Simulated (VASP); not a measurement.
Here is a VASP 6.6.1 calculation.

Contents of INCAR:

```
PREC = Accurate
ENCUT = 520
EDIFF = 1E-6
ISMEAR = -1
SIGMA = 0.17
LREAL = Auto
LASPH = T
NELM = 60
ALGO = Normal
ISIF = 2
LWAVE = F
LCHARG = T
GGA = PE
LELF = T
LVHAR = T
NBANDS = 60
```

KPOINTS

```
Automatic mesh
0
Gamma
  2 2 2
```

The input POSCAR:

```
Be
1.0
    6.7537720000      0.0000000000      0.0000000000
   -3.3768860000      5.8489380000      0.0000000000
    0.0000000000      0.0000000000      7.0554410000
Be
36
Direct
   -0.0093474439     -0.0091298625      0.0035858850
    0.0950633966      0.2378038543      0.2298793229
    0.0275982237      0.0307064291      0.4863055336
    0.1627874863      0.2565764930      0.7373174831
    0.0180948951      0.3590908298      0.0063497094
    0.1081907524      0.5616404209      0.2644483881
   -0.0241837992      0.3335819255      0.4924993349
    0.1280768030      0.5655214673      0.7298622439
    0.0107188746      0.6836454755     -0.0169798032
    0.0714093557      0.8673027480      0.2703303734
    0.0093292469      0.6510754602      0.5035546325
    0.1317482827      0.9011550473      0.7296638155
    0.3397099560      0.0510007116     -0.0036284054
    0.4661900768      0.2598078489      0.2205248403
    0.3164487212      0.0105489236      0.4967513725
    0.4478930124      0.2254939273      0.7581099466
    0.3590364185      0.3710075231     -0.0077812287
    0.4303283065      0.5575371119      0.2359455631
    0.3824743586      0.3518758448      0.4552798330
    0.4726578429      0.5834734442      0.7230589838
    0.3560837626      0.7022471430     -0.0056126896
    0.4677470445      0.9370931954      0.2350526353
    0.3497836584      0.6793711952      0.5013860934
    0.4716867643      0.9125759240      0.7501161161
    0.6790396892      0.0394088636     -0.0029197324
    0.7918702768      0.2754346174      0.2113262658
    0.6404928722      0.0433070072      0.4748250322
    0.8216681136      0.2545419356      0.7520437064
    0.6576687648      0.3304360552     -0.0411597234
    0.7842795165      0.5552290005      0.2586514436
    0.6865134659      0.3546626755      0.4648469174
    0.7838644909      0.6017502665      0.7425616627
    0.6743610822      0.6866032774      0.0364257883
    0.7802997007      0.9146788699      0.2268745497
    0.6682933642      0.7177029403      0.4648469174
    0.8275460276      0.9387516161      0.7136336340
```

Potentials or basis: VASP PAW PBE potentials, release 64 (Be).

Run with:

```console
$ cat potpaw_PBE.64/Be/POTCAR > POTCAR
$ mpirun -np 1 vasp_std > vasp.out
```

Problem. Predict the largest force.

Solution. 2.935 eV/Å.

Problem. What does it give for the band gap on the k mesh?

Solution. Zero (bands 36 and 37 overlap by 0.66 eV).

Problem. What does it give for the pressure?

Solution. 9.0 GPa.

Forces on the atoms (eV/Å):
```
Be   0.385  0.880 -1.071
Be   1.430 -0.251  1.054
Be  -0.668  0.134 -0.131
Be  -1.345 -0.572 -0.319
Be   0.138  0.467 -1.566
Be   0.398  0.742 -1.330
Be   1.646 -0.199 -0.172
Be   0.177  0.290  1.504
Be   0.197 -0.253  0.806
Be   0.762  1.078 -1.733
Be  -0.979  1.392 -0.288
Be  -0.736 -0.064  1.283
Be   0.153 -2.115  0.100
Be   0.313 -0.441  0.522
Be   1.517  0.324 -0.845
Be   0.072  0.650 -2.754
Be  -0.428 -0.154 -0.705
Be  -0.225  0.861  0.189
Be  -1.764  0.631  2.092
Be  -0.219 -0.142  0.929
Be  -0.328 -0.367 -0.040
Be  -0.693 -1.198  0.026
Be  -0.970  0.173 -1.175
Be  -0.460  0.155 -0.525
Be   0.771 -0.881 -0.814
Be   0.421 -1.557  1.409
Be   1.889 -0.696  1.006
Be  -0.978 -0.434 -0.860
Be   0.753  1.856  1.936
Be  -0.845  1.628 -1.334
Be  -0.681 -0.527  1.826
Be   0.783 -0.671 -0.156
Be   0.225 -0.646 -2.854
Be  -0.345  0.981  1.675
Be   1.164 -0.620  1.197
Be  -1.529 -0.453  1.121
```

Caveat: the k points lie up to 0.54 Å⁻¹ apart, too coarse for converged energies and pressures of a metal; the atoms stand as in a frame of molecular dynamics; forces of over 1 eV/Å act on the atoms, so gaps and moduli don't describe the material at rest.
